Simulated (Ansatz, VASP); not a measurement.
**Cu in VASP and in Ansatz**

The input INCAR:

```
SYSTEM = Cu
ALGO = Normal
EDIFF = 1E-6
ENCUT = 520
GGA = PS
ISIF = 2
ISMEAR = 0
LASPH = .TRUE.
LCHARG = .TRUE.
LELF = .TRUE.
LREAL = .FALSE.
LVHAR = .TRUE.
LWAVE = .FALSE.
NBANDS = 12
NELM = 60
PREC = Accurate
SIGMA = 0.15
```

Contents of KPOINTS:

```
k-points
0
G
  24 24 24
  0 0 0
```

The input POSCAR:

```
Cu
1.0
   -1.3995095204      1.3995095204      1.3347990065
    1.3995095204     -1.3995095204      1.3347990065
    1.3995095204      1.3995095204     -1.3347990065
Cu
1
Direct
    0.0000000000      0.0000000000      0.0000000000
```

Input for Ansatz:

```yaml
crystal:
  lattice:
    - [-1.3995095204, 1.3995095204, 1.3347990065]
    - [1.3995095204, -1.3995095204, 1.3347990065]
    - [1.3995095204, 1.3995095204, -1.3347990065]
  atoms:
    - { symbol: Cu, position: [0.0, 0.0, 0.0] }
basis:
  ecutwfc: 420
kpoints:
  mp_grid: { grid: [24, 24, 24] }
hamiltonian:
  xc: pbesol
scf:
  occupations: { method: gaussian, width: 0.15 }
output:
  forces: true
  stress: true
  eigenvalues: true
```

Change from the starting cell: strain -0.030 along x and y, -0.030 along z, atoms carried along.

Alike in both runs: task single point; functional PBEsol; k mesh 24 × 24 × 24; occupations gaussian, width 0.15 eV; no spin polarisation.

|  | VASP | Ansatz |
| --- | --- | --- |
| version | VASP 6.6.1 | Ansatz 0.2.0 |
| potentials or method | VASP PAW PBE potentials, release 64 (Cu), cutoff 520 eV | scalar-relativistic, plane waves, PAW |
| valence electrons in the cell | 11 | 19 |

VASP gave:

```
gap on the k mesh at the Fermi level (eV)                     : none
pressure (GPa)                                                : 17.6
traceless stress, the component that is largest in VASP (GPa) : 0.19
```

Q: Which values does Ansatz return?

A: gap on the k mesh at the Fermi level (eV): none; pressure (GPa): 16.8; traceless stress, the component that is largest in VASP (GPa): 0.17.

VASP's potentials were made for PBE, not for PBEsol. A gap of «none» marks a metal or a gap that the smearing closes. The functional is the same, so the differences come from potentials, cutoffs and numerics. VASP's potentials hold 11 valence electrons a cell and Ansatz's 19, so a difference there can come from the potentials and not from the codes.
